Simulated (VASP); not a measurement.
Input of a VASP 6.6.1 run:

INCAR

```
SYSTEM = Li2O
ALGO = Normal
EDIFF = 1E-8
ENCUT = 650
GGA = PS
GGA_COMPAT = .False.
ISIF = 2
ISMEAR = -1
LASPH = .True.
LCHARG = .False.
LEFG = .True.
LREAL = .False.
LWAVE = .False.
NBANDS = 13
NELM = 120
PREC = Accurate
SIGMA = 0.03
```

Contents of KPOINTS:

```
k-points
0
Gamma
  9 9 9
  0 0 0
```

POSCAR

```
Li2O
1.0
    0.0000000000      2.2633100000      2.3095000000
    2.2633100000      0.0000000000      2.3095000000
    2.2633100000      2.2633100000      0.0000000000
Li O
2 1
Direct
    0.2500000000      0.2500000000      0.2500000000
    0.7500000000      0.7500000000      0.7500000000
    0.0000000000      0.0000000000      0.0000000000
```

Potentials or basis: VASP PAW PBE potentials, release 64 (Li_sv, O).

Command:

```console
$ cat potpaw_PBE.64/Li_sv/POTCAR potpaw_PBE.64/O/POTCAR > POTCAR
$ mpirun -np 1 vasp_std > vasp.out
```

Problem. Predict the pressure.

Solution. 1.1 GPa.

Problem. Predict the band gap on the k mesh.

Solution. 4.96 eV, indirect (least direct gap 5.44 eV).

Stress tensor (GPa, compression positive):
```
 2.45  0.00  0.00
 0.00  2.45  0.00
 0.00  0.00 -1.46
```

Caveat: the cell differs from its parent crystal (equal xx and yy strain of -2 %); without QUAD_EFG the Cq values of the log hold for a quadrupole moment of 1 mb, not for the nuclei; the PAW data sets were made with another functional, which shifts forces and pressure a little. A k mesh can miss the band edges.
